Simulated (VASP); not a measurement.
# SiC (P6_3mc) in VASP: notebook

The runs below take SiC through single point, with r2SCAN.

Program: VASP 6.6.1. These are calculated values, not measurements. Logs are shortened: lines on timing, memory, paths and dates and some standing lists are left out, and cuts for length are marked.

## (1) The cell of the first run

It takes space group P6_3mc (No. 186, hexagonal). Conventional cell: a = 3.107 Å, b = 3.107 Å, c = 4.987 Å, α = 90.00°, β = 90.00°, γ = 120.00°. Within 2.5 Å of Si (site symmetry 3m) lie 4 C at 1.87 to 1.90 Å. C (site symmetry 3m) has 4 Si at 1.87 to 1.90 Å within 2.5 Å.

## (2) Single point, r2SCAN

Input file POSCAR:

```
SiC
1.0
    3.1066674568      0.0000000000      0.0000000000
   -1.5533337284      2.6904529387      0.0000000000
    0.0000000000      0.0000000000      4.9871897358
Si C
2 2
Direct
    0.3333333333      0.6666666667      0.0045956722
    0.6666666667      0.3333333333      0.5045956722
    0.3333333333      0.6666666667      0.3804043278
    0.6666666667      0.3333333333      0.8804043278
```

Input file INCAR.step1:

```
PREC = Accurate
ENCUT = 520
ISMEAR = 0
SIGMA = 0.02
LREAL = F
LASPH = T
NELM = 60
NBANDS = 16
GGA = PE
ALGO = Normal
EDIFF = 1E-4
LWAVE = T
LCHARG = F
```

Input file INCAR.step2:

```
PREC = Accurate
ENCUT = 520
EDIFF = 1E-7
ISMEAR = 0
SIGMA = 0.02
LREAL = F
LASPH = T
NELM = 60
ALGO = Normal
ISIF = 2
LWAVE = F
LCHARG = F
METAGGA = R2SCAN
LMIXTAU = T
NBANDS = 16
ISTART = 1
```

Input file KPOINTS:

```
Automatic mesh
0
Gamma
  9 9 6
```

Potentials or basis: VASP PAW PBE potentials, release 64 (Si, C).

The run is started by

```sh
cat potpaw_PBE.64/Si/POTCAR potpaw_PBE.64/C/POTCAR > POTCAR
cp INCAR.step1 INCAR
mpirun -np 1 vasp_std > vasp.out
cp INCAR.step2 INCAR
mpirun -np 1 vasp_std > vasp.out
```

OUTCAR:

```text
PREC = Accurate
   ENCUT = 520
   EDIFF = 1E-7
   ISMEAR = 0
   LREAL = F
   LASPH = T
   NELM = 60
   ISIF = 2
   METAGGA = R2SCAN
   ISTART = 1

 ion  position               nearest neighbor table
   1  0.333  0.667  0.005-   3 1.87   4 1.90   4 1.90   4 1.90   2 3.07   2 3.07   2 3.07   2 3.07
                             2 3.07   2 3.07
   2  0.667  0.333  0.505-   4 1.87   3 1.90   3 1.90   3 1.90   1 3.07   1 3.07   1 3.07   1 3.07
                             1 3.07   1 3.07
   3  0.333  0.667  0.380-   1 1.87   2 1.90   2 1.90   2 1.90
   4  0.667  0.333  0.880-   2 1.87   1 1.90   1 1.90   1 1.90

  LATTYP: Found a hexagonal cell.
 ALAT       =     3.1066674568
 C/A-ratio  =     1.6053181762

  Lattice vectors:

 A1 = (   3.1066674568,   0.0000000000,   0.0000000000)
 A2 = (  -1.5533337284,   2.6904529387,   0.0000000000)
 A3 = (   0.0000000000,   0.0000000000,   4.9871897358)

Analysis of symmetry for initial positions (statically):
=====================================================================
 Subroutine PRICEL returns:
 Original cell was already a primitive cell.

 Routine SETGRP: Setting up the symmetry group for a
 hexagonal supercell.

 Subroutine GETGRP returns: Found 12 space group operations
 (whereof  6 operations were pure point group operations)
 out of a pool of 24 trial point group operations.

The static configuration has the point symmetry C_3v.
 The point group associated with its full space group is C_6v.

Analysis of symmetry for dynamics (positions and initial velocities):
=====================================================================
 Subroutine PRICEL returns:
 Original cell was already a primitive cell.

 Routine SETGRP: Setting up the symmetry group for a
 hexagonal supercell.

 Subroutine GETGRP returns: Found 12 space group operations
 (whereof  6 operations were pure point group operations)
 out of a pool of 24 trial point group operations.

The dynamic configuration has the point symmetry C_3v.
 The point group associated with its full space group is C_6v.

 Subroutine INISYM returns: Found 12 space group operations
 (whereof  6 operations are pure point group operations),
 and found     1 'primitive' translations

----------------------------------------------------------------------------------------

                                     Primitive cell

  volume of cell :      41.6846

  direct lattice vectors                    reciprocal lattice vectors
     3.106667457  0.000000000  0.000000000     0.321888330  0.185842314  0.000000000
    -1.553333728  2.690452939  0.000000000     0.000000000  0.371684628  0.000000000
     0.000000000  0.000000000  4.987189736     0.000000000  0.000000000  0.200513727

  length of vectors
     3.106667457  3.106667457  4.987189736     0.371684628  0.371684628  0.200513727

  position of ions in fractional coordinates (direct lattice)
     0.333333333  0.666666667  0.004595672
     0.666666667  0.333333333  0.504595672
     0.333333333  0.666666667  0.380404328
     0.666666667  0.333333333  0.880404328

  ion indices of the primitive-cell ions
   primitive index   ion index
                 1           1
                 2           2
                 3           3
                 4           4

----------------------------------------------------------------------------------------

 KPOINTS: Automatic mesh

Automatic generation of k-mesh.
 Grid dimensions read from file:
 generate k-points for:    9    9    6

 Generating k-lattice:

  Cartesian coordinates                     Fractional coordinates (reciprocal lattice)
     0.035765370  0.020649146  0.000000000     0.111111111 -0.000000000  0.000000000
     0.000000000  0.041298292  0.000000000     0.000000000  0.111111111  0.000000000
     0.000000000  0.000000000  0.033418954     0.000000000  0.000000000  0.166666667

  Length of vectors
     0.041298292  0.041298292  0.033418954

  Shift w.r.t. Gamma in fractional coordinates (k-lattice)
     0.000000000  0.000000000  0.000000000

 Subroutine IBZKPT returns following result:
 ===========================================

 Found     48 irreducible k-points:

 Following reciprocal coordinates:
            Coordinates               Weight
  0.000000  0.000000  0.000000      1.000000
  0.111111  0.000000  0.000000      6.000000
  0.222222 -0.000000  0.000000      6.000000
  0.333333  0.000000  0.000000      6.000000
  0.444444 -0.000000  0.000000      6.000000
  0.111111  0.111111  0.000000      6.000000
[... 16 lines left out ...]
  0.333333  0.222222  0.166667     24.000000
  0.333333  0.333333  0.166667      4.000000
 [... further k-points ...]
   k-points           NKPTS =     48   k-points in BZ     NKDIM =     48   number of bands    NBANDS=     16
   number of dos      NEDOS =    301   number of ions     NIONS =      4
   total plane-waves  NPLWV =  23040
   dimension x,y,z NGX =    24 NGY =   24 NGZ =   40
   dimension x,y,z NGXF=    48 NGYF=   48 NGZF=   80
   ions per type =               2   2
   NGX,Y,Z   is equivalent  to a cutoff of  12.84, 12.84, 13.33 a.u.
   NGXF,Y,Z  is equivalent  to a cutoff of  25.69, 25.69, 26.67 a.u.
 SYSTEM =  unknown system
   PREC   = accura    normal or accurate (medium, high low for compatibility)
   ISTART =      1    job   : 0-new  1-cont  2-samecut
   ICHARG =      0    charge: 1-file 2-atom 10-const
   ISPIN  =      1    spin polarized calculation?
   LNONCOLLINEAR =      F non collinear calculations
   LSORBIT =      F    spin-orbit coupling
   LASPH  =      T    aspherical Exc in radial PAW
   ENCUT  =  520.0 eV  38.22 Ry    6.18 a.u.   5.78  5.78  9.27*2*pi/ulx,y,z
   NELM   =     60;   NELMIN=  2; NELMDL=  0     # of ELM steps
   EDIFF  = 0.1E-06   stopping-criterion for ELM
   LREAL  =      F    real-space projection
   EDIFFG = 0.1E-05   stopping-criterion for IOM
   NSW    =      0    number of steps for IOM
   IBRION =     -1    ionic relax: 0-MD 1-quasi-New 2-CG
   NFREE  =      0    steps in history (QN), initial steepest desc. (CG)
   ISIF   =      2    stress and relaxation
   ISYM   =      2    0-nonsym 1-usesym 2-fastsym
   POTIM  = 0.5000    time-step for ionic-motion
   TEBEG  =    0.0;   TEEND  =   0.0 temperature during run
   PSTRESS=    0.0 pullay stress
   NELECT =      16.0000    total number of electrons
   NUPDOWN=      -1.0000    fix difference up-down
   EMIN   =  10.00;   EMAX   =-10.00  energy-range for DOS
   EFERMI =   0.00;   METHOD = LEGACY
   ISMEAR =     0;   SIGMA  =   0.02  broadening in eV -4-tet -1-fermi 0-gaus
   EFERMI_NEDOS =   21; number of points for ismear=-14 and -15
   IALGO  =     38    algorithm
   IMIX   =      4    mixing-type and parameters
     AMIX     =   0.40;   BMIX     =  1.00
     AMIX_MAG =   1.60;   BMIX_MAG =  1.00
  volume/ion in A,a.u.               =      10.42        70.33
  Fermi-wavevector in a.u.,A,eV,Ry     =   1.189751  2.248304 19.259153  1.415508
  Thomas-Fermi vector in A             =   2.325851
   LORBIT       =      0    0 simple, 1 ext, 2 COOP (PROOUT), +10 PAW based schemes
   METAGGA = R2SCAN    functional components
   LHFCALC =     F    Hartree Fock is set to
   AEXX    =    0.0000 exact exchange contribution
   IVDW    =     0    specifies the selected vdW correction
   LEPSILON=     F    determine dielectric tensor
   LRPA    =     F    only Hartree local field effects (RPA)
 non-spin polarized calculation
 Gauss-broadening in eV      SIGMA  =   0.02
  energy-cutoff  :      520.00
  volume of cell :       41.68
 maximum number of plane-waves:      1152
 NGX is ok and might be reduce to    24
   NGX = 11   NGY = 11   NGZ = 19

 number of electron      16.0000000 magnetization

 Free energy of the ion-electron system (eV)
  ---------------------------------------------------
  ext. energy  EPLUGINS =         0.00000000
  ---------------------------------------------------
  free energy    TOTEN  =       -38.61021105 eV

  energy without entropy =      -38.61021105  energy(sigma->0) =      -38.61021105

 E-fermi :   8.1447     XC(G=0): -11.8908

 val. band max:        8.0312634148   @ k =   0.0000   0.0000   0.0000
 cond. band min:      10.7883794242   @ k =   0.3333   0.3333   0.0000
 fundamental gap:      2.7571160094
 Fermi energy:         8.1447268546

 k-point     1 :       0.0000    0.0000    0.0000
  band No.  band energies     occupation
      1      -8.2364      2.00000
      2      -4.4551      2.00000
      3      -0.8540      2.00000
      4       6.5308      2.00000
      5       6.5308      2.00000
      6       8.0214      2.00000
[... 8 lines left out ...]
     15      17.5299      0.00000
     16      19.8702      0.00000

 k-point     2 :       0.1111    0.0000    0.0000
  band No.  band energies     occupation
      1      -8.0202      2.00000
      2      -4.2776      2.00000
      3      -0.6569      2.00000
      4       5.3833      2.00000
      5       6.1707      2.00000
      6       7.2216      2.00000
[... 8 lines left out ...]
     15      18.0663      0.00000
     16      18.6374      0.00000

 k-point     3 :       0.2222   -0.0000    0.0000
  band No.  band energies     occupation
      1      -7.3835      2.00000
      2      -3.7856      2.00000
      3      -0.1047      2.00000
      4       3.2314      2.00000
      5       5.4685      2.00000
      6       5.4800      2.00000
[... 8 lines left out ...]
     15      18.6026      0.00000
     16      19.0191      0.00000

 k-point     4 :       0.3333    0.0000    0.0000
  band No.  band energies     occupation
      1      -6.3778      2.00000
      2      -3.1969      2.00000
      3       0.3866      2.00000
      4       1.6534      2.00000
      5       3.5713      2.00000
      6       4.8567      2.00000
[... 8 lines left out ...]
     15      19.7318      0.00000
     16      20.9006      0.00000

 k-point     5 :       0.4444   -0.0000    0.0000
  band No.  band energies     occupation
      1      -5.2221      2.00000
      2      -3.2379      2.00000
      3       0.0589      2.00000
      4       1.9157      2.00000
      5       2.2776      2.00000
      6       4.5193      2.00000
[... 8 lines left out ...]
     15      19.9685      0.00000
     16      21.3447      0.00000

 k-point     6 :       0.1111    0.1111    0.0000
  band No.  band energies     occupation
      1      -7.5933      2.00000
      2      -3.9412      2.00000
      3      -0.2793      2.00000
      4       4.0238      2.00000
      5       5.1370      2.00000
      6       6.3662      2.00000
[... 8 lines left out ...]
     15      18.3630      0.00000
     16      18.7095      0.00000
[... 267 lines left out ...]
 k-point    21 :       0.4444    0.1111    0.1667
  band No.  band energies     occupation
      1      -4.6842      2.00000
      2      -3.3939      2.00000
      3      -0.1438      2.00000
      4       1.2233      2.00000
      5       3.0695      2.00000
      6       3.9814      2.00000
[... 8 lines left out ...]
     15      20.4132      0.00000
     16      22.1454      0.00000

 k-point    22 :       0.2222    0.2222    0.1667
  band No.  band energies     occupation
      1      -5.6704      2.00000
      2      -3.2722      2.00000
      3       0.5157      2.00000
      4       2.3022      2.00000
      5       2.8865      2.00000
      6       3.4536      2.00000
[... 8 lines left out ...]
     15      19.1226      0.00000
     16      20.2100      0.00000

 k-point    23 :       0.3333    0.2222    0.1667
  band No.  band energies     occupation
      1      -4.5702      2.00000
      2      -3.2336      2.00000
      3       0.3096      2.00000
      4       1.4723      2.00000
      5       2.2589      2.00000
      6       3.7261      2.00000
[... 8 lines left out ...]
     15      20.2749      0.00000
     16      21.0950      0.00000

 k-point    24 :       0.3333    0.3333    0.1667
  band No.  band energies     occupation
      1      -3.6976      2.00000
      2      -3.6976      2.00000
      3       1.0949      2.00000
      4       1.0949      2.00000
      5       1.2526      2.00000
      6       3.8786      2.00000
[... 8 lines left out ...]
     15      20.9709      0.00000
     16      21.2283      0.00000

 [... further k-points ...]
[... 5 lines left out ...]
  --------------------------------------------------------------------------------------
  -------------------------------------------------------------------------------------
  Total       -1.6341771     -1.6341771      1.7551216      0.0000000      0.0000000      0.0000000
  in kB      -62.8107024    -62.8107024     67.4592845      0.0000000      0.0000000      0.0000000
  external PRESSURE =     -19.3873734 kB  Pullay stress =       0.0000000 kB

 VOLUME and BASIS-vectors are now :
 -----------------------------------------------------------------------------
  energy-cutoff  :      520.00
  volume of cell :       41.68
      direct lattice vectors                 reciprocal lattice vectors
     3.106667457  0.000000000  0.000000000     0.321888330  0.185842314  0.000000000
    -1.553333728  2.690452939  0.000000000     0.000000000  0.371684628  0.000000000
     0.000000000  0.000000000  4.987189736     0.000000000  0.000000000  0.200513727

 POSITION                                       TOTAL-FORCE (eV/Angst)
 -----------------------------------------------------------------------------------
     -0.00000      1.79364      0.02292        -0.000000      0.000000     -0.213874
      1.55333      0.89682      2.51651         0.000000     -0.000000     -0.213874
     -0.00000      1.79364      1.89715         0.000000     -0.000000      0.213874
      1.55333      0.89682      4.39074        -0.000000      0.000000      0.213874
 -----------------------------------------------------------------------------------
    total drift:                               -0.000000     -0.000000     -0.000355

  FREE ENERGIE OF THE ION-ELECTRON SYSTEM (eV)
  ---------------------------------------------------
  free  energy   TOTEN  =       -38.6102110526 eV

  energy  without entropy=      -38.6102110526  energy(sigma->0) =      -38.61021105
```

Run time: 1.7 min. Hardware: 1 thread of Intel Xeon 6975P-C, shared host; peak memory 0.17 GiB.

Results:

```
Free energy            : -38.6102 eV
Pressure               : -1.9 GPa
Largest force          : 0.214 eV/Å
Band gap on the k mesh : 2.76 eV, indirect (least direct gap 4.28 eV)
```

Forces on the atoms (eV/Å):
```
Si   0.000  0.000 -0.214
Si   0.000  0.000 -0.214
C    0.000  0.000  0.214
C    0.000  0.000  0.214
```

Stress tensor (GPa, compression positive):
```
-6.28  0.00  0.00
 0.00 -6.28  0.00
 0.00  0.00  6.75
```

Levels at points of the mesh, in eV from the valence-band top:
| k point | band 4 | band 5 | band 6 | band 7 | band 8 | band 9 | band 10 | band 11 | band 12 | band 13 |
| --- | --- | --- | --- | --- | --- | --- | --- | --- | --- | --- |
| (0.00, 0.00, 0.00) | -1.50 | -1.50 | -0.01 | 0.00 | 0.00 | 4.96 | 6.96 | 6.97 | 6.97 | 8.45 |
| (0.00, 0.00, 0.50) | -4.42 | -0.82 | -0.82 | -0.82 | -0.82 | 6.18 | 6.18 | 7.70 | 7.70 | 7.70 |

Caveat: the PAW data sets were made with another functional, which shifts forces and pressure a little. A k mesh can miss the band edges.

## (3) Single point, r2SCAN

This run uses another cell than the first one, of 10.53 Å³/atom, 1.011 times its volume.

Input file POSCAR:

```
SiC
1.0
    3.1066674568      0.0000000000      0.0000000000
   -1.5533337284      2.6904529387      0.0000000000
    0.0000000000      0.0000000000      5.0396527089
Si C
2 2
Direct
    0.3333333333      0.6666666667      0.0040414624
    0.6666666667      0.3333333333      0.5040414624
    0.3333333333      0.6666666667      0.3809585376
    0.6666666667      0.3333333333      0.8809585376
```

Input file INCAR.step1:

```
SYSTEM = SiC
PREC = Accurate
ENCUT = 520
ISMEAR = 0
SIGMA = 0.02
LREAL = .False.
LASPH = .True.
NELM = 80
NBANDS = 16
GGA = PE
ALGO = Normal
EDIFF = 1E-4
LWAVE = .True.
LCHARG = .False.
```

Input file INCAR.step2:

```
SYSTEM = SiC
PREC = Accurate
ENCUT = 520
EDIFF = 1E-6
ISMEAR = 0
SIGMA = 0.02
LREAL = .False.
LASPH = .True.
NELM = 80
ALGO = Normal
ISIF = 2
LWAVE = .False.
LCHARG = .False.
METAGGA = R2SCAN
LMIXTAU = .True.
NBANDS = 16
ISTART = 1
```

Input file KPOINTS:

```
Automatic mesh
0
Gamma
  9 9 6
  0 0 0
```

Potentials or basis: VASP PAW PBE potentials, release 64 (Si, C).

The run is started by

```sh
cat potpaw_PBE.64/Si/POTCAR potpaw_PBE.64/C/POTCAR > POTCAR
cp INCAR.step1 INCAR
mpirun -np 1 vasp_std > vasp.out
cp INCAR.step2 INCAR
mpirun -np 1 vasp_std > vasp.out
```

It took 80 s on 1 thread of Intel Xeon 6975P-C, shared host; peak memory 0.17 GiB.

It converged, with:

```
Free energy            : -38.6204 eV
Pressure               : -4.3 GPa
Band gap on the k mesh : 2.77 eV, indirect (least direct gap 4.37 eV)
```

Stress tensor (GPa, compression positive):
```
-6.34  0.00  0.00
 0.00 -6.34  0.00
 0.00  0.00 -0.13
```

Levels at points of the mesh, in eV from the valence-band top:
| k point | band 5 | band 6 | band 7 | band 8 | band 9 | band 10 | band 11 | band 12 |
| --- | --- | --- | --- | --- | --- | --- | --- | --- |
| (0.00, 0.00, 0.00) | -1.43 | -0.01 | 0.00 | 0.00 | 5.04 | 6.75 | 7.00 | 7.00 |
| (0.00, 0.00, 0.50) | -0.78 | -0.78 | -0.78 | -0.78 | 6.21 | 6.21 | 7.72 | 7.72 |

Caveat: the PAW data sets were made with another functional, which shifts forces and pressure a little. A k mesh can miss the band edges.
